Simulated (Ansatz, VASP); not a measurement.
# MgB2: VASP beside Ansatz

The input INCAR:

```
PREC = Accurate
ENCUT = 520
EDIFF = 1E-6
ISMEAR = -1
SIGMA = 0.05
LREAL = False
LASPH = True
NELM = 60
ALGO = Normal
ISIF = 2
LWAVE = False
LCHARG = False
GGA = PE
NBANDS = 11
```

File KPOINTS:

```
Automatic mesh
0
Gamma
  12 12 9
```

Contents of POSCAR:

```
MgB2
1.0
    3.0850007055      0.0000000000      0.0000000000
   -1.5425003528      2.6716889817      0.0000000000
    0.0000000000      0.0000000000      3.5230000000
Mg B
1 2
Direct
    0.0000000000      0.0000000000      0.0000000000
    0.3333333333      0.6666666667      0.5000000000
    0.6666666667      0.3333333333      0.5000000000
```

Input for Ansatz:

```yaml
crystal:
  lattice:
    - [3.0850007055, 0.0, 0.0]
    - [-1.5425003528, 2.6716889817, 0.0]
    - [0.0, 0.0, 3.523]
  atoms:
    - { symbol: Mg, position: [0.0, 0.0, 0.0] }
    - { symbol: B, position: [0.3333333333, 0.6666666667, 0.5] }
    - { symbol: B, position: [0.6666666667, 0.3333333333, 0.5] }
kpoints:
  mp_grid: { grid: [12, 12, 9] }
  band_path:
    path:
      - [0.0, 0.0, 0.0]
      - [0.5, 0.0, 0.0]
      - [0.3333333333, 0.3333333333, 0.0]
      - [0.0, 0.0, 0.0]
      - [0.0, 0.0, 0.5]
      - [0.5, 0.0, 0.5]
      - [0.3333333333, 0.3333333333, 0.5]
      - [0.0, 0.0, 0.5]
      - [0.5, 0.0, 0.5]
    npoints: 8
scf:
  occupations: { method: fermi_dirac, width: 0.05 }
hamiltonian:
  xc: pbe
  pseudopotentials: { kind: all_electron, lapw: { basis_error: 0.0005 } }
output:
  forces: true
  stress: true
  eigenvalues: true
  fatbands: true
  populations: true
  dos: { projected: true, de: 0.2, e_range: [-14, 8] }
```

Alike in both runs: task single point; functional PBE; k mesh 12 × 12 × 9; occupations fermi-dirac, width 0.05 eV; no spin polarisation.

```csv
,VASP,Ansatz
version,VASP 6.6.1,Ansatz 0.2.0
potentials or method,"VASP PAW PBE potentials, release 64 (Mg, B), cutoff 520 eV","all-electron LAPW, scalar-relativistic"
```

|  | VASP | Ansatz | Ansatz less VASP |
| --- | --- | --- | --- |
| pressure (GPa) | -1.3 | -1.1 | +0.22 |
| traceless stress, the component that is largest in VASP (GPa) | 0.24 | 0.40 | +0.159 |

Ansatz ran all-electron here, and VASP with PAW potentials.
